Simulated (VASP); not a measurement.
Runs of VASP 6.6.1 on TaN. The structure is that of space group Fm-3m (No. 225), or close to it. The cells are those of the table. 

```csv
cell,gap on the mesh (eV),pressure (GPa)
"a = 2.927 Å, angles 60.0°, 2 atoms",none,100.4
"a = 3.043, b = 3.043, c = 3.082 Å, angles 59.6, 59.6, 60.8°, 2 atoms",none,26.8
"a = 3.122, b = 3.122, c = 3.005 Å, angles 61.2, 61.2, 57.5°, 2 atoms",none,21.3
"a = 3.083, b = 3.083, c = 3.005 Å, angles 60.8, 60.8, 58.3°, 2 atoms",none,(b)
"a = 3.159 Å, angles 60.0°, 2 atoms",none,(a)
"a = 3.005 Å, angles 60.0°, 2 atoms",none,51.0
"a = 3.043, b = 3.043, c = 3.005 Å, angles 60.4, 60.4, 59.2°, 2 atoms",none,(c)
"a = 3.236 Å, angles 60.0°, 2 atoms",none,-27.1
```

Alike in all rows: task single point; level PBE; potentials or basis VASP PAW PBE potentials, release 64 (Ta_pv, N); no spin polarisation; k mesh 18 × 18 × 18; cutoff (eV) 520; smearing gaussian 0.15 eV.

Fill in the values left out.

(a) -9.6; (b) 28.9; (c) 38.6.

Caveats: spin-orbit coupling is left out, which moves the levels of the heavy elements; the cell stands under pressure (at least some runs); the cell stands under tension (at least some runs).

A k mesh can miss the band edges, and the runs leave out spin-orbit coupling on Ta.

A gap of «none» marks levels without a gap at the run's occupations.
